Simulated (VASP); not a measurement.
# LiCl (kk07) (Fm-3m) in VASP: vibrations by perturbation theory with LDA

Aim: the vibrations by perturbation theory of LiCl (kk07) with LDA.

Everything below comes from runs of VASP 6.6.1. Logs are shortened: lines on timing, memory, paths and dates and some standing lists are left out, and cuts for length are marked.

## Step 1: The cell of the first run

Symmetry: Fm-3m, No. 225, cubic system. Conventional cell: a = 4.964 Å, b = 4.964 Å, c = 4.964 Å, α = 90.00°, β = 90.00°, γ = 90.00°. Li (site symmetry m-3m) has 6 Cl at 2.48 Å within 3.3 Å. Cl (site symmetry m-3m) has 6 Li at 2.48 Å within 3.3 Å.

## Step 2: Vibrations by perturbation theory, LDA

INCAR

```
PREC     = Accurate       # precision mode
ENCUT    = 520            # plane-wave cutoff, eV
EDIFF    = 1E-8           # SCF threshold, eV
ISMEAR   = 0              # smearing method
SIGMA    = 0.01           # smearing width, eV
LREAL    = False          # projectors in reciprocal space
LASPH    = True           # aspherical terms in the spheres
NELM     = 100            # most SCF steps
ALGO     = Normal         # electronic algorithm
ISIF     = 2              # what is computed and relaxed
LWAVE    = False          # write WAVECAR
LCHARG   = True           # write CHGCAR
IBRION   = 8              # ionic algorithm
NSW      = 1              # ionic steps
LEPSILON = True           # dielectric tensor by DFPT
```

KPOINTS

```
regular mesh
0
Gamma
  12 12 12
```

POSCAR

```
LiCl
1.0
    0.0000000000      2.4821028501      2.4821028501
    2.4821028501      0.0000000000      2.4821028501
    2.4821028501      2.4821028501      0.0000000000
Li Cl
1 1
Direct
    0.0000000000      0.0000000000      0.0000000000
    0.5000000000      0.5000000000      0.5000000000
```

Potentials or basis: VASP PAW LDA potentials, release 64 (Li_sv, Cl).

On the command line:

```
$ cat potpaw_LDA.64/Li_sv/POTCAR potpaw_LDA.64/Cl/POTCAR > POTCAR
$ mpirun -np 1 vasp_std > vasp.out
```

OUTCAR:

```text
PREC = Accurate
   ENCUT = 520
   EDIFF = 1E-8
   ISMEAR = 0
   LREAL = False
   LASPH = True
   NELM = 100
   ISIF = 2
   IBRION = 8
   NSW = 1
   LEPSILON = True

 ion  position               nearest neighbor table
   1  0.000  0.000  0.000-   2 2.48   2 2.48   2 2.48   2 2.48   2 2.48   2 2.48
   2  0.500  0.500  0.500-   1 2.48   1 2.48   1 2.48   1 2.48   1 2.48   1 2.48

  LATTYP: Found a face centered cubic cell.
 ALAT       =     4.9642057002

  Lattice vectors:

 A1 = (   0.0000000000,   2.4821028501,   2.4821028501)
 A2 = (   2.4821028501,   0.0000000000,   2.4821028501)
 A3 = (   2.4821028501,   2.4821028501,   0.0000000000)

Analysis of symmetry for initial positions (statically):
=====================================================================
 Subroutine PRICEL returns:
 Original cell was already a primitive cell.

 Routine SETGRP: Setting up the symmetry group for a
 face centered cubic supercell.

 Subroutine GETGRP returns: Found 48 space group operations
 (whereof 48 operations were pure point group operations)
 out of a pool of 48 trial point group operations.

The static configuration has the point symmetry O_h .

Analysis of symmetry for dynamics (positions and initial velocities):
=====================================================================
 Subroutine PRICEL returns:
 Original cell was already a primitive cell.

 Routine SETGRP: Setting up the symmetry group for a
 face centered cubic supercell.

 Subroutine GETGRP returns: Found 48 space group operations
 (whereof 48 operations were pure point group operations)
 out of a pool of 48 trial point group operations.

The dynamic configuration has the point symmetry O_h .

 Subroutine INISYM returns: Found 48 space group operations
 (whereof 48 operations are pure point group operations),
 and found     1 'primitive' translations

----------------------------------------------------------------------------------------

                                     Primitive cell

  volume of cell :      30.5837

  direct lattice vectors                    reciprocal lattice vectors
     0.000000000  2.482102850  2.482102850    -0.201442096  0.201442096  0.201442096
     2.482102850  0.000000000  2.482102850     0.201442096 -0.201442096  0.201442096
     2.482102850  2.482102850  0.000000000     0.201442096  0.201442096 -0.201442096

  length of vectors
     3.510223514  3.510223514  3.510223514     0.348907945  0.348907945  0.348907945

  position of ions in fractional coordinates (direct lattice)
     0.000000000  0.000000000  0.000000000
     0.500000000  0.500000000  0.500000000

  ion indices of the primitive-cell ions
   primitive index   ion index
                 1           1
                 2           2

----------------------------------------------------------------------------------------

 KPOINTS: regular mesh

Automatic generation of k-mesh.
 Grid dimensions read from file:
 generate k-points for:   12   12   12

 Generating k-lattice:

  Cartesian coordinates                     Fractional coordinates (reciprocal lattice)
    -0.016786841  0.016786841  0.016786841     0.083333333  0.000000000  0.000000000
     0.016786841 -0.016786841  0.016786841     0.000000000  0.083333333  0.000000000
     0.016786841  0.016786841 -0.016786841     0.000000000  0.000000000  0.083333333

  Length of vectors
     0.029075662  0.029075662  0.029075662

  Shift w.r.t. Gamma in fractional coordinates (k-lattice)
     0.000000000  0.000000000  0.000000000

 Subroutine IBZKPT returns following result:
 ===========================================

[... 404 lines left out ...]
     2.482102850  2.482102850  0.000000000     0.201442096  0.201442096 -0.201442096

 POSITION                                       TOTAL-FORCE (eV/Angst)
 -----------------------------------------------------------------------------------
      0.00000      0.00000      0.00000         0.000000      0.000000      0.000000
      2.48210      2.48210      2.48210        -0.000000     -0.000000     -0.000000
 -----------------------------------------------------------------------------------
    total drift:                                0.000000      0.000000      0.000000

  FREE ENERGIE OF THE ION-ELECTRON SYSTEM (eV)
  ---------------------------------------------------
  free  energy   TOTEN  =        -8.0963203287 eV

  energy  without entropy=       -8.0963203287  energy(sigma->0) =       -8.09632033

 HEAD OF MICROSCOPIC STATIC DIELECTRIC TENSOR (INDEPENDENT PARTICLE, excluding Hartree and local field effects)
 ------------------------------------------------------
           3.548340     0.000000    -0.000000
           0.000000     3.548340     0.000000
          -0.000000    -0.000000     3.548340
 ------------------------------------------------------

 Free energy of the ion-electron system (eV)
  ---------------------------------------------------
  ---------------------------------------------------
  free energy    TOTEN  =        -0.20050869 eV

  energy without entropy =       -0.20050869

------------------------ aborting loop because EDIFF is reached ----------------------------------------

--------------------------------------- Ionic step        2  -------------------------------------------

------------------------ aborting loop because EDIFF is reached ----------------------------------------

--------------------------------------- Ionic step        3  -------------------------------------------

------------------------ aborting loop because EDIFF is reached ----------------------------------------

 PIEZOELECTRIC TENSOR FIELD DIRECTION 3  (e Angst)
 -----------------------------------------------------------------------------
    -0.00048  0.00000  0.00000           ( -0.00000  0.00000  0.00000)
     0.00000 -0.00048  0.00000           (  0.00000 -0.00000  0.00000)
     0.00000 -0.00000 -0.00028           (  0.00000  0.00000 -0.00000)

 PIEZOELECTRIC TENSOR FIELD DIRECTION 3  (C/m^2)
 -----------------------------------------------------------------------------
    -0.00025  0.00000  0.00000
     0.00000 -0.00025  0.00000
     0.00000 -0.00000 -0.00014

--------------------------------------- Ionic step        4  -------------------------------------------

------------------------ aborting loop because EDIFF is reached ----------------------------------------

[... ionic steps 5 to 6 ...]

--------------------------------------- Ionic step        7  -------------------------------------------

 Free energy of the ion-electron system (eV)
  ---------------------------------------------------
  ---------------------------------------------------
  free energy    TOTEN  =        -0.18359988 eV

  energy without entropy =       -0.18359988

------------------------ aborting loop because EDIFF is reached ----------------------------------------

 INTERNAL STRAIN TENSOR  FOR ION    2  DIRECTION 1   (eV/Angst):
 -----------------------------------------------------------------------------
     0.00227  0.00000 -0.00000
    -0.00000  0.01065  0.00000
     0.00000  0.00000  0.01065

 MACROSCOPIC STATIC DIELECTRIC TENSOR (including local field effects in DFT)
 ------------------------------------------------------
           3.184943    -0.000000    -0.000000
          -0.000000     3.184943     0.000000
           0.000000    -0.000000     3.184943
 ------------------------------------------------------

 PIEZOELECTRIC TENSOR (including local field effects)  for field in x, y, z        (e  Angst)
          XX          YY          ZZ          XY          YZ          ZX
  --------------------------------------------------------------------------------
  x     0.00000     0.00000     0.00000     0.00000     0.00000     0.00000
  y     0.00000     0.00000     0.00000     0.00000     0.00000     0.00000
  z     0.00000     0.00000     0.00000     0.00000     0.00000     0.00000

 PIEZOELECTRIC TENSOR (including local field effects)  for field in x, y, z        (C/m^2)
          XX          YY          ZZ          XY          YZ          ZX
  --------------------------------------------------------------------------------
  x     0.00000     0.00000     0.00000     0.00000     0.00000     0.00000
  y     0.00000     0.00000     0.00000     0.00000     0.00000     0.00000
  z     0.00000     0.00000     0.00000     0.00000     0.00000     0.00000

 BORN EFFECTIVE CHARGES (including local field effects) (in |e|, cummulative output)
 ---------------------------------------------------------------------------------
 ion    1
    1     1.16452    -0.00000    -0.00000
    2    -0.00000     1.16452    -0.00000
    3     0.00000     0.00000     1.16452
 ion    2
    1    -1.16452     0.00000     0.00000
    2     0.00000    -1.16452     0.00000
    3    -0.00000    -0.00000    -1.16452

 INTERNAL STRAIN TENSOR FOR ION    2 for displacements in x,y,z  (eV/Angst):
          X           Y           Z          XY          YZ          ZX
  --------------------------------------------------------------------------------
  x     0.00000     0.00000     0.00000     0.00000     0.00000     0.00000
  y     0.00000     0.00000     0.00000     0.00000     0.00000     0.00000
  z     0.00000     0.00000     0.00000     0.00000     0.00000     0.00000

 SECOND DERIVATIVES (NOT SYMMETRIZED)
 ------------------------------------
               1X          1Y          1Z          2X          2Y          2Z
  1X    -1.086307    0.000000    0.000000    1.086307    0.000000    0.000000
  1Y     0.000000   -1.086307    0.000000    0.000000    1.086307    0.000000
  1Z     0.000000    0.000000   -1.086307    0.000000    0.000000    1.086307
  2X     1.119068    0.000000    0.000000   -1.119068    0.000000    0.000000
  2Y     0.000000    1.119068    0.000000    0.000000   -1.119068    0.000000
  2Z     0.000000    0.000000    1.119068    0.000000    0.000000   -1.119068

 Eigenvectors and eigenvalues of the dynamical matrix
 ----------------------------------------------------

   1 f  =    6.751993 THz    42.424023 2PiTHz  225.222241 cm-1    27.923986 meV
             X         Y         Z           dx          dy          dz
      0.000000  0.000000  0.000000     0.000000    0.911460    0.000000
      2.482103  2.482103  2.482103     0.000000   -0.411390    0.000000
[... 21 lines left out ...]
   6 f/i=    0.037610 THz     0.236313 2PiTHz    1.254546 cm-1     0.155544 meV
             X         Y         Z           dx          dy          dz
      0.000000  0.000000  0.000000     0.318989   -0.259784    0.000000
      2.482103  2.482103  2.482103     0.706739   -0.575567    0.000000

--------------------------------------------------------------------------------------------------------

 MACROSCOPIC STATIC DIELECTRIC TENSOR IONIC CONTRIBUTION
 ------------------------------------------------------
           7.275595     0.000000     0.000000
           0.000000     7.275595    -0.000000
           0.000000    -0.000000     7.275595
 ------------------------------------------------------

 ELASTIC MODULI CONTR FROM IONIC RELAXATION (kBar)
 Direction    XX          YY          ZZ          XY          YZ          ZX
 --------------------------------------------------------------------------------
 XX           0.0000      0.0000      0.0000      0.0000      0.0000      0.0000
 YY           0.0000      0.0000      0.0000      0.0000      0.0000      0.0000
 ZZ           0.0000      0.0000      0.0000      0.0000      0.0000      0.0000
 XY           0.0000      0.0000      0.0000      0.0000      0.0000      0.0000
 YZ           0.0000      0.0000      0.0000      0.0000      0.0000      0.0000
 ZX           0.0000      0.0000      0.0000      0.0000      0.0000      0.0000
 --------------------------------------------------------------------------------

 PIEZOELECTRIC TENSOR IONIC CONTR  for field in x, y, z        (C/m^2)
          XX          YY          ZZ          XY          YZ          ZX
  --------------------------------------------------------------------------------
  x     0.00000     0.00000     0.00000     0.00000     0.00000     0.00000
  y     0.00000     0.00000     0.00000     0.00000     0.00000     0.00000
  z     0.00000     0.00000     0.00000     0.00000     0.00000     0.00000
```

It took 4.7 min on 1 thread of Intel Xeon 6975P-C (Granite Rapids), shared host; peak memory 0.24 GiB.

Results:

| Item | Value |
| --- | --- |
| Electronic dielectric tensor (diagonal) | 3.18 |
| Born charges (mean of the diagonal) | Li +1.16; Cl -1.16 e |
| Highest phonon frequency at Γ, LO-TO splitting left out | 225 cm⁻¹ |

Phonon frequencies in cm⁻¹ (negative: imaginary):
| q point | frequencies |
| --- | --- |
| (0.000, 0.000, 0.000) | -1 -1 -1 225 225 225 |

Electronic dielectric tensor:
```
3.18 0.00 0.00
0.00 3.18 0.00
0.00 0.00 3.18
```

Born effective charge tensors (e):
atom 1, Li
```
1.16 0.00 0.00
0.00 1.16 0.00
0.00 0.00 1.16
```
atom 2, Cl
```
-1.16  0.00  0.00
 0.00 -1.16  0.00
 0.00  0.00 -1.16
```
